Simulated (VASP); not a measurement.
# Tl3Ge2H (P6/mmm) in VASP: single point with PBE

Aim: the single point of Tl3Ge2H with PBE.

Program: VASP 6.6.1. These are calculated values, not measurements. Logs are shortened: lines on timing, memory, paths and dates and some standing lists are left out, and cuts for length are marked.

## Step 1: The cell of the first run

Symmetry: P6/mmm, No. 191, hexagonal system. Conventional cell: a = 7.704 Å, b = 7.704 Å, c = 3.830 Å, α = 90.00°, β = 90.00°, γ = 120.00°. Tl (site symmetry mmm) has 4 Ge at 2.93 Å and 6 Tl at 3.83 to 3.85 Å within 3.9 Å. Ge (site symmetry -6m2) has 6 Tl at 2.93 Å and 2 Ge at 3.83 Å within 3.9 Å. Within 5.0 Å of H (site symmetry 6/mmm) lie 2 H at 3.83 Å and 12 Tl at 4.30 Å and 6 Ge at 4.45 Å.

The cell was built from a structure type or drawn by symmetry, and may not be a known phase.

## Step 2: Single point, PBE

INCAR

```
ALGO = Normal
EDIFF = 1E-6
ENCUT = 520
GGA = PE
ISIF = 2
ISMEAR = 0
LASPH = T
LCHARG = F
LREAL = F
LWAVE = F
NBANDS = 43
NELM = 100
PREC = Accurate
SIGMA = 0.1
```

KPOINTS

```
k-points
0
Gamma
  6 6 10
```

POSCAR

```
Tl3Ge2H
1.0
    7.7041458156      0.0000000000      0.0000000000
   -3.8520729078      6.6719859907      0.0000000000
    0.0000000000      0.0000000000      3.8300307424
Tl Ge H
3 2 1
Direct
    0.5000000000      0.5000000000      0.5000000000
    0.5000000000      0.0000000000      0.5000000000
    0.0000000000      0.5000000000      0.5000000000
    0.6666666667      0.3333333333      0.0000000000
    0.3333333333      0.6666666667      0.0000000000
    0.0000000000      0.0000000000      0.0000000000
```

Potentials or basis: VASP PAW PBE potentials, release 64 (Tl_d, Ge_d, H).

The run is started by

```console
> cat potpaw_PBE.64/Tl_d/POTCAR potpaw_PBE.64/Ge_d/POTCAR potpaw_PBE.64/H/POTCAR > POTCAR
> mpirun -np 1 vasp_std > vasp.out
```

OUTCAR:

```text
EDIFF = 1E-6
   ENCUT = 520
   GGA = PE
   ISIF = 2
   ISMEAR = 0
   LASPH = T
   LREAL = F
   NELM = 100
   PREC = Accurate

 ion  position               nearest neighbor table
   1  0.500  0.500  0.500-   4 2.93   5 2.93   4 2.93   5 2.93   2 3.85   2 3.85   3 3.85   3 3.85

   2  0.500  0.000  0.500-   4 2.93   5 2.93   4 2.93   5 2.93   1 3.85   3 3.85   1 3.85   3 3.85

   3  0.000  0.500  0.500-   4 2.93   5 2.93   4 2.93   5 2.93   2 3.85   2 3.85   1 3.85   1 3.85

   4  0.667  0.333  0.000-   2 2.93   2 2.93   3 2.93   3 2.93   1 2.93   1 2.93
   5  0.333  0.667  0.000-   2 2.93   2 2.93   3 2.93   3 2.93   1 2.93   1 2.93
   6  0.000  0.000  0.000-

  LATTYP: Found a hexagonal cell.
 ALAT       =     7.7041458156
 C/A-ratio  =     0.4971389216

  Lattice vectors:

 A1 = (   7.7041458156,   0.0000000000,   0.0000000000)
 A2 = (  -3.8520729078,   6.6719859907,   0.0000000000)
 A3 = (   0.0000000000,   0.0000000000,   3.8300307424)

Analysis of symmetry for initial positions (statically):
=====================================================================
 Subroutine PRICEL returns:
 Original cell was already a primitive cell.

 Routine SETGRP: Setting up the symmetry group for a
 hexagonal supercell.

 Subroutine GETGRP returns: Found 24 space group operations
 (whereof 24 operations were pure point group operations)
 out of a pool of 24 trial point group operations.

The static configuration has the point symmetry D_6h.

Analysis of symmetry for dynamics (positions and initial velocities):
=====================================================================
 Subroutine PRICEL returns:
 Original cell was already a primitive cell.

 Routine SETGRP: Setting up the symmetry group for a
 hexagonal supercell.

 Subroutine GETGRP returns: Found 24 space group operations
 (whereof 24 operations were pure point group operations)
 out of a pool of 24 trial point group operations.

The dynamic configuration has the point symmetry D_6h.

 Subroutine INISYM returns: Found 24 space group operations
 (whereof 24 operations are pure point group operations),
 and found     1 'primitive' translations

----------------------------------------------------------------------------------------

                                     Primitive cell

  volume of cell :     196.8711

  direct lattice vectors                    reciprocal lattice vectors
     7.704145816  0.000000000  0.000000000     0.129800243  0.074940205  0.000000000
    -3.852072908  6.671985991  0.000000000     0.000000000  0.149880411  0.000000000
     0.000000000  0.000000000  3.830030742     0.000000000  0.000000000  0.261094510

  length of vectors
     7.704145816  7.704145816  3.830030742     0.149880411  0.149880411  0.261094510

  position of ions in fractional coordinates (direct lattice)
     0.500000000  0.500000000  0.500000000
     0.500000000  0.000000000  0.500000000
     0.000000000  0.500000000  0.500000000
     0.666666667  0.333333333  0.000000000
     0.333333333  0.666666667  0.000000000
     0.000000000  0.000000000  0.000000000

  ion indices of the primitive-cell ions
   primitive index   ion index
                 1           1
                 2           2
                 3           3
                 4           4
                 5           5
                 6           6

----------------------------------------------------------------------------------------

 KPOINTS: k-points

Automatic generation of k-mesh.
 Grid dimensions read from file:
 generate k-points for:    6    6   10

 Generating k-lattice:

  Cartesian coordinates                     Fractional coordinates (reciprocal lattice)
     0.021633374  0.012490034  0.000000000     0.166666667  0.000000000  0.000000000
     0.000000000  0.024980068  0.000000000     0.000000000  0.166666667  0.000000000
     0.000000000  0.000000000  0.026109451     0.000000000  0.000000000  0.100000000

  Length of vectors
     0.024980068  0.024980068  0.026109451

  Shift w.r.t. Gamma in fractional coordinates (k-lattice)
     0.000000000  0.000000000  0.000000000

 Subroutine IBZKPT returns following result:
 ===========================================

 Found     42 irreducible k-points:

 Following reciprocal coordinates:
            Coordinates               Weight
  0.000000  0.000000  0.000000      1.000000
  0.166667  0.000000  0.000000      6.000000
  0.333333  0.000000  0.000000      6.000000
  0.500000  0.000000  0.000000      3.000000
  0.166667  0.166667  0.000000      6.000000
  0.333333  0.166667  0.000000     12.000000
[... 16 lines left out ...]
  0.166667  0.000000  0.300000     12.000000
  0.333333  0.000000  0.300000     12.000000
 [... further k-points ...]
   k-points           NKPTS =     42   k-points in BZ     NKDIM =     42   number of bands    NBANDS=     43
   number of dos      NEDOS =    301   number of ions     NIONS =      6
   total plane-waves  NPLWV = 100800
   dimension x,y,z NGX =    60 NGY =   60 NGZ =   28
   dimension x,y,z NGXF=   120 NGYF=  120 NGZF=   56
   ions per type =               3   2   1
   NGX,Y,Z   is equivalent  to a cutoff of  12.95, 12.95, 12.15 a.u.
   NGXF,Y,Z  is equivalent  to a cutoff of  25.89, 25.89, 24.31 a.u.
 SYSTEM =  unknown system
   PREC   = accura    normal or accurate (medium, high low for compatibility)
   ISTART =      0    job   : 0-new  1-cont  2-samecut
   ICHARG =      2    charge: 1-file 2-atom 10-const
   ISPIN  =      1    spin polarized calculation?
   LNONCOLLINEAR =      F non collinear calculations
   LSORBIT =      F    spin-orbit coupling
   LASPH  =      T    aspherical Exc in radial PAW
   ENCUT  =  520.0 eV  38.22 Ry    6.18 a.u.  14.32 14.32  7.12*2*pi/ulx,y,z
   NELM   =    100;   NELMIN=  2; NELMDL= -5     # of ELM steps
   EDIFF  = 0.1E-05   stopping-criterion for ELM
   LREAL  =      F    real-space projection
   EDIFFG = 0.1E-04   stopping-criterion for IOM
   NSW    =      0    number of steps for IOM
   IBRION =     -1    ionic relax: 0-MD 1-quasi-New 2-CG
   NFREE  =      0    steps in history (QN), initial steepest desc. (CG)
   ISIF   =      2    stress and relaxation
   ISYM   =      2    0-nonsym 1-usesym 2-fastsym
   POTIM  = 0.5000    time-step for ionic-motion
   TEBEG  =    0.0;   TEEND  =   0.0 temperature during run
   PSTRESS=    0.0 pullay stress
   NELECT =      68.0000    total number of electrons
   NUPDOWN=      -1.0000    fix difference up-down
   EMIN   =  10.00;   EMAX   =-10.00  energy-range for DOS
   EFERMI =   0.00;   METHOD = LEGACY
   ISMEAR =     0;   SIGMA  =   0.10  broadening in eV -4-tet -1-fermi 0-gaus
   EFERMI_NEDOS =   21; number of points for ismear=-14 and -15
   IALGO  =     38    algorithm
   IMIX   =      4    mixing-type and parameters
     AMIX     =   0.40;   BMIX     =  1.00
     AMIX_MAG =   1.60;   BMIX_MAG =  1.00
  volume/ion in A,a.u.               =      32.81       221.43
  Fermi-wavevector in a.u.,A,eV,Ry     =   1.148640  2.170614 17.951163  1.319373
  Thomas-Fermi vector in A             =   2.285314
   LORBIT       =      0    0 simple, 1 ext, 2 COOP (PROOUT), +10 PAW based schemes
   GGA     = PE    functional components
   LHFCALC =     F    Hartree Fock is set to
   AEXX    =    0.0000 exact exchange contribution
   IVDW    =     0    specifies the selected vdW correction
   LEPSILON=     F    determine dielectric tensor
   LRPA    =     F    only Hartree local field effects (RPA)
 non-spin polarized calculation
 Gauss-broadening in eV      SIGMA  =   0.10
  energy-cutoff  :      520.00
  volume of cell :      196.87
 maximum number of plane-waves:      5340
 NGX is ok and might be reduce to    60
   NGX = 29   NGY = 29   NGZ = 15

 number of electron      67.9999961 magnetization

 Free energy of the ion-electron system (eV)
  ---------------------------------------------------
  ext. energy  EPLUGINS =         0.00000000
  ---------------------------------------------------
  free energy    TOTEN  =       -14.96171081 eV

  energy without entropy =      -14.94553855  energy(sigma->0) =      -14.95362468

 E-fermi :   2.3672     XC(G=0):  -8.1063

 val. band max:        2.3584814677   @ k =   0.3333   0.1667   0.5000
 cond. band min:       2.3729873812   @ k =   0.0000   0.0000   0.4000
 fundamental gap:      0.0145059135
 Fermi energy:         2.3671831799

 k-point     1 :       0.0000    0.0000    0.0000
  band No.  band energies     occupation
      1     -22.2200      2.00000
      2     -22.2186      2.00000
      3     -22.2128      2.00000
      4     -22.2128      2.00000
      5     -22.2113      2.00000
      6     -22.2113      2.00000
[... 35 lines left out ...]
     42       7.5758      0.00000
     43       7.5758      0.00000

 k-point     2 :       0.1667    0.0000    0.0000
  band No.  band energies     occupation
      1     -22.2199      2.00000
      2     -22.2187      2.00000
      3     -22.2128      2.00000
      4     -22.2127      2.00000
      5     -22.2113      2.00000
      6     -22.2113      2.00000
[... 35 lines left out ...]
     42       7.5725      0.00000
     43       7.8786      0.00000

 k-point     3 :       0.3333    0.0000    0.0000
  band No.  band energies     occupation
      1     -22.2197      2.00000
      2     -22.2189      2.00000
      3     -22.2127      2.00000
      4     -22.2124      2.00000
      5     -22.2116      2.00000
      6     -22.2113      2.00000
[... 35 lines left out ...]
     42       7.5661      0.00000
     43       7.8381      0.00000

 k-point     4 :       0.5000    0.0000    0.0000
  band No.  band energies     occupation
      1     -22.2195      2.00000
      2     -22.2191      2.00000
      3     -22.2127      2.00000
      4     -22.2122      2.00000
      5     -22.2118      2.00000
      6     -22.2113      2.00000
[... 863 lines left out ...]
     42       7.4089      0.00000
     43       7.5729      0.00000

 k-point    23 :       0.1667    0.0000    0.3000
  band No.  band energies     occupation
      1     -22.2143      2.00000
      2     -22.2143      2.00000
      3     -22.2136      2.00000
      4     -22.2134      2.00000
      5     -22.2134      2.00000
      6     -22.2127      2.00000
[... 35 lines left out ...]
     42       7.3492      0.00000
     43       7.9938      0.00000

 k-point    24 :       0.3333    0.0000    0.3000
  band No.  band energies     occupation
      1     -22.2143      2.00000
      2     -22.2141      2.00000
      3     -22.2137      2.00000
      4     -22.2134      2.00000
      5     -22.2132      2.00000
      6     -22.2128      2.00000
[... 35 lines left out ...]
     42       7.5682      0.00000
     43       7.9251      0.00000

 [... further k-points ...]

------------------------ aborting loop because EDIFF is reached ----------------------------------------

  FORCE on cell =-STRESS in cart. coord.  units (eV):
  Direction    XX          YY          ZZ          XY          YZ          ZX
  --------------------------------------------------------------------------------------
  -------------------------------------------------------------------------------------
  Total       -0.0248513     -0.0248513     -0.0461496      0.0000000      0.0000000     -0.0000000
  in kB       -0.2022450     -0.2022450     -0.3755751      0.0000000      0.0000000     -0.0000000
  external PRESSURE =      -0.2600217 kB  Pullay stress =       0.0000000 kB

 VOLUME and BASIS-vectors are now :
 -----------------------------------------------------------------------------
  energy-cutoff  :      520.00
  volume of cell :      196.87
      direct lattice vectors                 reciprocal lattice vectors
     7.704145816  0.000000000  0.000000000     0.129800243  0.074940205  0.000000000
    -3.852072908  6.671985991  0.000000000     0.000000000  0.149880411  0.000000000
     0.000000000  0.000000000  3.830030742     0.000000000  0.000000000  0.261094510

 POSITION                                       TOTAL-FORCE (eV/Angst)
 -----------------------------------------------------------------------------------
      1.92604      3.33599      1.91502         0.000000      0.000000      0.000000
      3.85207      0.00000      1.91502         0.000000      0.000000      0.000000
     -1.92604      3.33599      1.91502         0.000000      0.000000      0.000000
      3.85207      2.22400      0.00000         0.000000      0.000000      0.000000
     -0.00000      4.44799      0.00000        -0.000000      0.000000     -0.000000
      0.00000      0.00000      0.00000         0.000000      0.000000      0.000000
 -----------------------------------------------------------------------------------
    total drift:                                0.000000      0.000000     -0.000000

  FREE ENERGIE OF THE ION-ELECTRON SYSTEM (eV)
  ---------------------------------------------------
  free  energy   TOTEN  =       -14.9617108114 eV

  energy  without entropy=      -14.9455385524  energy(sigma->0) =      -14.95362468
```

Run time: 5.6 min. Hardware: 1 thread of Intel Xeon Platinum 8259CL at 2.50GHz (Skylake/Cascade Lake), shared host; peak memory 0.5 GiB.

Results:

| Property | Result |
| --- | --- |
| Free energy | -14.9617 eV |
| Pressure | 0.0 GPa |
| Band gap on the k mesh | zero (bands 34 and 35 overlap by 1.49 eV) |

Caveat: spin-orbit coupling is left out, which moves the levels of the heavy elements.
